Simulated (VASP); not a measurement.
A run of VASP 6.6.1 is set up as follows.

File INCAR:

```
PREC = Accurate ; ENCUT = 520
EDIFF = 1E-6 ; ISMEAR = -1
SIGMA = 0.05 ; LREAL = F
LASPH = T ; NELM = 100
ALGO = Fast ; ISIF = 2
LWAVE = F ; LCHARG = F
GGA = PS ; NBANDS = 11
```

The input KPOINTS:

```
Automatic mesh
0
Gamma
  9 9 9
```

File POSCAR:

```
Pd
1.0
    0.0000000000      1.9465000000      1.9465000000
    1.9465000000      0.0000000000      1.9465000000
    1.9465000000      1.9465000000      0.0000000000
Pd
1
Direct
    0.0000000000      0.0000000000      0.0000000000
```

Potentials or basis: VASP PAW PBE potentials, release 64 (Pd).

Command:

```bash
$ cat potpaw_PBE.64/Pd/POTCAR > POTCAR
$ mpirun -np 1 vasp_std > vasp.out
```

Q: What does it give for the pressure?

A: -3.3 GPa.

Q: Predict the band gap on the k mesh.

A: Zero (band 5 reaches 9.80 eV, above the bottom of band 6 at 8.32 eV).

Caveat: the PAW data sets were made with another functional, which shifts forces and pressure a little.
